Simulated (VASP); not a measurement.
Input of a VASP 6.6.1 run:

INCAR

```
SYSTEM = BeC3
ALGO = Normal
EDIFF = 1E-7
ENCUT = 520
GGA = PE
ISIF = 2
ISMEAR = 0
LASPH = .TRUE.
LCHARG = .TRUE.
LELF = .TRUE.
LREAL = .FALSE.
LVHAR = .TRUE.
LWAVE = .FALSE.
NBANDS = 15
NELM = 80
PREC = Accurate
SIGMA = 0.1
```

The input KPOINTS:

```
k-points
0
G
  16 16 16
  0 0 0
```

Contents of POSCAR:

```
BeC3
1.0
    3.0125373901      0.0000000000      0.0000000000
    0.0000000000      3.0125373901      0.0000000000
    0.0000000000      0.0000000000      3.0125373901
Be C
1 3
Direct
    0.0000000000      0.0000000000      0.0000000000
    0.0000000000      0.5000000000      0.5000000000
    0.5000000000      0.0000000000      0.5000000000
    0.5000000000      0.5000000000      0.0000000000
```

Potentials or basis: VASP PAW PBE potentials, release 64 (Be, C).

The run is started by

```bash
$ cat potpaw_PBE.64/Be/POTCAR potpaw_PBE.64/C/POTCAR > POTCAR
$ mpirun -np 1 vasp_std > vasp.out
```

Task: What does it give for the band gap on the k mesh?

Result: Zero (band 7 reaches 11.03 eV, above the bottom of band 8 at 7.85 eV).

Task: What does it give for the pressure?

Result: 0.2 GPa.
